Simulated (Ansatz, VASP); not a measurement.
One calculation of CdSe, two programs

```
CELL_PARAMETERS angstrom
4.32334 0.00000 0.00000
-2.16167 3.74412 0.00000
0.00000 0.00000 7.06298
ATOMIC_POSITIONS crystal
Cd 0.33333 0.66667 0.00483
Cd 0.66667 0.33333 0.50483
Se 0.33333 0.66667 0.38017
Se 0.66667 0.33333 0.88017
```

Alike in both runs: functional PBE; dispersion D4; k mesh 6 × 6 × 4; no spin polarisation.

Ansatz relaxed the structure, and its values are those at the end. VASP's run is a single point on that final structure, the one shown.

|  | VASP | Ansatz |
| --- | --- | --- |
| version | VASP 6.6.1 | Ansatz 0.2.0 |
| potentials or method | VASP PAW PBE potentials, release 64 (Cd, Se), cutoff 500 eV | plane waves, PAW |
| occupations | gaussian, width 0.01 eV | fixed |
| valence electrons in the cell | 36 | 72 |

|  | VASP | Ansatz | Ansatz less VASP |
| --- | --- | --- | --- |
| pressure (GPa) | 0.3 | 0.0 | -0.29 |

VASP's potentials hold 36 valence electrons a cell and Ansatz's 72, so a difference there can come from the potentials and not from the codes.
